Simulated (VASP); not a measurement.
# Co (P6_3/mmc) in VASP: a series of runs

The runs below take Co through single point, with LDA, revPBE+D3(BJ), PBE+D3(BJ).

Everything below comes from runs of VASP 6.6.1. Logs are shortened: lines on timing, memory, paths and dates and some standing lists are left out, and cuts for length are marked.

### 1 The cell of the first run

It takes space group P6_3/mmc (No. 194, hexagonal). Conventional cell: a = 2.427 Å, b = 2.427 Å, c = 3.918 Å, α = 90.00°, β = 90.00°, γ = 120.00°. Within 3.2 Å of Co (site symmetry -6m2) lie 12 Co at 2.41 to 2.43 Å.

### 2 Single point, LDA, collinear spin, ferromagnetic start

File INCAR:

```
PREC     = Accurate       # precision mode
ENCUT    = 520            # plane-wave cutoff, eV
EDIFF    = 1E-6           # SCF threshold, eV
ISMEAR   = -1             # smearing method
SIGMA    = 0.1            # smearing width, eV
LREAL    = F              # projectors in reciprocal space
LASPH    = T              # aspherical terms in the spheres
NELM     = 150            # most SCF steps
ALGO     = Normal         # electronic algorithm
ISIF     = 2              # what is computed and relaxed
LWAVE    = F              # write WAVECAR
LCHARG   = F              # write CHGCAR
ISPIN    = 2              # spin polarisation
MAGMOM   = 2.5 2.5        # initial moments
LORBIT   = 11             # projections on sites
LMAXMIX  = 4              # l up to which the mixer works
GGA      = CA             # functional
NBANDS   = 20             # bands
```

File KPOINTS:

```
Automatic mesh
0
Gamma
  12 12 7
```

File POSCAR:

```
Co
1.0
    2.4268918462      0.0000000000      0.0000000000
   -1.2134459231      2.1017499911      0.0000000000
    0.0000000000      0.0000000000      3.9176267386
Co
2
Direct
    0.3333333333      0.6666666667      0.2500000000
    0.6666666667      0.3333333333      0.7500000000
```

Potentials or basis: VASP PAW LDA potentials, release 64 (Co).

Started as:

```bash
$ cat potpaw_LDA.64/Co/POTCAR > POTCAR
$ mpirun -np 1 vasp_std > vasp.out
```

OUTCAR:

```text
PREC = Accurate
   ENCUT = 520
   EDIFF = 1E-6
   ISMEAR = -1
   LREAL = F
   LASPH = T
   NELM = 150
   ISIF = 2
   ISPIN = 2
   LORBIT = 11
   GGA = CA

 ion  position               nearest neighbor table
   1  0.333  0.667  0.250-   2 2.41   2 2.41   2 2.41   2 2.41   2 2.41   2 2.41
   2  0.667  0.333  0.750-   1 2.41   1 2.41   1 2.41   1 2.41   1 2.41   1 2.41

  LATTYP: Found a hexagonal cell.
 ALAT       =     2.4268918462
 C/A-ratio  =     1.6142568301

  Lattice vectors:

 A1 = (   2.4268918462,   0.0000000000,   0.0000000000)
 A2 = (  -1.2134459231,   2.1017499911,   0.0000000000)
 A3 = (   0.0000000000,   0.0000000000,   3.9176267386)

Analysis of symmetry for initial positions (statically):
=====================================================================
 Subroutine PRICEL returns:
 Original cell was already a primitive cell.

 Routine SETGRP: Setting up the symmetry group for a
 hexagonal supercell.

 Subroutine GETGRP returns: Found 24 space group operations
 (whereof 12 operations were pure point group operations)
 out of a pool of 24 trial point group operations.

The static configuration has the point symmetry D_3d.
 The point group associated with its full space group is D_6h.

Analysis of symmetry for dynamics (positions and initial velocities):
=====================================================================
 Subroutine PRICEL returns:
 Original cell was already a primitive cell.

 Routine SETGRP: Setting up the symmetry group for a
 hexagonal supercell.

 Subroutine GETGRP returns: Found 24 space group operations
 (whereof 12 operations were pure point group operations)
 out of a pool of 24 trial point group operations.

The dynamic configuration has the point symmetry D_3d.
 The point group associated with its full space group is D_6h.

Analysis of structural, dynamic, and magnetic symmetry:
=====================================================================
 Subroutine PRICEL returns:
 Original cell was already a primitive cell.

 Routine SETGRP: Setting up the symmetry group for a
 hexagonal supercell.

 Subroutine GETGRP returns: Found 24 space group operations
 (whereof 12 operations were pure point group operations)
 out of a pool of 24 trial point group operations.

The overall configuration has the point symmetry D_3d.
 The point group associated with its full space group is D_6h.

 Subroutine INISYM returns: Found 24 space group operations
 (whereof 12 operations are pure point group operations),
 and found     1 'primitive' translations
[... 109 lines left out ...]
   EFERMI =   0.00;   METHOD = LEGACY
   ISMEAR =    -1;   SIGMA  =   0.10  broadening in eV -4-tet -1-fermi 0-gaus
   EFERMI_NEDOS =   21; number of points for ismear=-14 and -15
   IALGO  =     38    algorithm
   IMIX   =      4    mixing-type and parameters
     AMIX     =   0.40;   BMIX     =  1.00
     AMIX_MAG =   1.60;   BMIX_MAG =  1.00
  volume/ion in A,a.u.               =       9.99        67.43
  Fermi-wavevector in a.u.,A,eV,Ry     =   1.581057  2.987764 34.011038  2.499741
  Thomas-Fermi vector in A             =   2.681190
   LORBIT       =     11    0 simple, 1 ext, 2 COOP (PROOUT), +10 PAW based schemes
   GGA     = CA    functional components
   LHFCALC =     F    Hartree Fock is set to
   AEXX    =    0.0000 exact exchange contribution
   IVDW    =     0    specifies the selected vdW correction
   LEPSILON=     F    determine dielectric tensor
   LRPA    =     F    only Hartree local field effects (RPA)
 spin polarized calculation
  energy-cutoff  :      520.00
  volume of cell :       19.98
 maximum number of plane-waves:       555
   NGX =  9   NGY =  9   NGZ = 15

 number of electron      17.9999993 magnetization       2.8392148

 Free energy of the ion-electron system (eV)
  ---------------------------------------------------
  ext. energy  EPLUGINS =         0.00000000
  ---------------------------------------------------
  free energy    TOTEN  =       -16.28463625 eV

  energy without entropy =      -16.20790344  energy(sigma->0) =      -16.24626985

 E-fermi :  11.1195     XC(G=0): -14.2293

 val. band max:       11.0967670548   @ k =   0.3333   0.0833   0.4286
 cond. band min:      11.1218073694   @ k =   0.2500   0.0833   0.0000
 fundamental gap:      0.0250403147
 Fermi energy:        11.1194887566

 spin component 1

 k-point     1 :       0.0000    0.0000    0.0000
  band No.  band energies     occupation
      1       1.7427      1.00000
      2       5.6904      1.00000
      3       8.5788      1.00000
      4       8.5980      1.00000
      5       8.5980      1.00000
      6       8.9661      1.00000
[... 541 lines left out ...]
     19      35.6694      0.00000
     20      37.2881      0.00000

 [... further k-points ...]

 spin component 2

 k-point     1 :       0.0000    0.0000    0.0000
  band No.  band energies     occupation
      1       1.9215      1.00000
      2       6.5141      1.00000
      3       9.8875      1.00000
      4       9.8961      1.00000
      5       9.8961      1.00000
      6      10.3070      0.99970
[... 541 lines left out ...]
     19      36.1323      0.00000
     20      37.6947      0.00000

 [... further k-points ...]
[... 5 lines left out ...]
  --------------------------------------------------------------------------------------
  -------------------------------------------------------------------------------------
  Total       -0.1709668     -0.1709668     -0.2019810      0.0000000      0.0000000      0.0000000
  in kB      -13.7078043    -13.7078043    -16.1944659      0.0000000      0.0000000      0.0000000
  external PRESSURE =     -14.5366915 kB  Pullay stress =       0.0000000 kB

 VOLUME and BASIS-vectors are now :
 -----------------------------------------------------------------------------
  energy-cutoff  :      520.00
  volume of cell :       19.98
      direct lattice vectors                 reciprocal lattice vectors
     2.426891846  0.000000000  0.000000000     0.412049676  0.237896992  0.000000000
    -1.213445923  2.101749991  0.000000000     0.000000000  0.475793983  0.000000000
     0.000000000  0.000000000  3.917626739     0.000000000  0.000000000  0.255256579

 POSITION                                       TOTAL-FORCE (eV/Angst)
 -----------------------------------------------------------------------------------
     -0.00000      1.40117      0.97941        -0.000000      0.000000      0.000000
      1.21345      0.70058      2.93822         0.000000     -0.000000      0.000000
 -----------------------------------------------------------------------------------
    total drift:                               -0.000000      0.000000     -0.000000

  FREE ENERGIE OF THE ION-ELECTRON SYSTEM (eV)
  ---------------------------------------------------
  free  energy   TOTEN  =       -16.2846362504 eV

  energy  without entropy=      -16.2079034402  energy(sigma->0) =      -16.24626985

 total charge

# of ion       s       p       d       tot
------------------------------------------
    1        0.524   0.591   7.340   8.454
    2        0.524   0.591   7.340   8.454
--------------------------------------------------
tot          1.047   1.181  14.680  16.908

 magnetization (x)

# of ion       s       p       d       tot
------------------------------------------
    1       -0.013  -0.036   1.461   1.412
    2       -0.013  -0.036   1.461   1.412
--------------------------------------------------
tot         -0.025  -0.072   2.923   2.825
```

Wall time 24 s (1 thread of Intel Xeon 6975P-C (Granite Rapids), shared host); peak memory 0.15 GiB.

Results:

| Item | Value |
| --- | --- |
| Free energy | -16.2846 eV |
| Pressure | -1.5 GPa |
| Net moment | 2.84 μB per cell |
| Site moments | Co +1.41 μB |
| Valence electrons inside the program's atomic spheres | Co 8.45 |

### 3 Single point, revPBE+D3(BJ), collinear spin, ferromagnetic start

This run uses another cell than the first one, of 10.47 Å³/atom.

File INCAR:

```
SYSTEM = Co
  PREC = Accurate
  ENCUT = 520
  EDIFF = 1E-6
  ISMEAR = -1
  SIGMA = 0.1
  LREAL = .False.
  LASPH = .True.
  NELM = 150
  ALGO = Normal
  ISIF = 2
  LWAVE = .False.
  LCHARG = .False.
  ISPIN = 2
  MAGMOM = 2.5 2.5
  LORBIT = 11
  LMAXMIX = 4
  GGA = RE
  IVDW = 12
  NBANDS = 20
```

File KPOINTS:

```
Automatic mesh
0
Gamma
  12 12 7
  0 0 0
```

File POSCAR:

```
Co
1.0
    2.4641854209      0.0000000000      0.0000000000
   -1.2320927104      2.1340471741      0.0000000000
    0.0000000000      0.0000000000      3.9815534353
Co
2
Direct
    0.3333333333      0.6666666667      0.2500000000
    0.6666666667      0.3333333333      0.7500000000
```

Potentials or basis: VASP PAW PBE potentials, release 64 (Co).

Started as:

```bash
$ cat potpaw_PBE.64/Co/POTCAR > POTCAR
$ mpirun -np 1 vasp_std > vasp.out
```

Run time: 24 s. Hardware: 1 thread of Intel Xeon 6975P-C (Granite Rapids), shared host; peak memory 0.18 GiB.

It converged, with:

* Free energy: -14.8947 eV
* Pressure: -0.9 GPa
* Net moment: 3.17 μB per cell
* Site moments: Co +1.60 μB
* Valence electrons inside the program's atomic spheres: Co 8.35
* Dispersion energy per atom: -0.831 eV

Stress tensor (GPa, compression positive):
```
-0.82  0.00  0.00
 0.00 -0.82  0.00
 0.00  0.00 -0.95
```

Levels at points of the mesh, in eV from the Fermi level:
Spin up:
| k point | band 8 | band 9 | band 10 | band 11 | band 12 | band 13 | band 14 | band 15 |
| --- | --- | --- | --- | --- | --- | --- | --- | --- |
| (0.00, 0.00, 0.00) | -1.96 | -1.96 | -0.80 | -0.80 | -0.07 | 6.70 | 22.26 | 25.23 |
| (0.50, 0.00, 0.00) | -0.66 | -0.56 | -0.50 | 1.40 | 3.50 | 10.00 | 10.71 | 13.06 |
Spin down:
| k point | band 5 | band 6 | band 7 | band 8 | band 9 | band 10 |
| --- | --- | --- | --- | --- | --- | --- |
| (0.00, 0.00, 0.00) | -1.02 | -0.63 | -0.63 | -0.19 | -0.19 | -0.17 |
| (0.50, 0.00, 0.00) | -1.18 | -1.09 | -0.65 | 1.23 | 1.37 | 1.40 |

Caveat: the PAW data sets were made with another functional, which shifts forces and pressure a little.

[end of part 1 of 2]
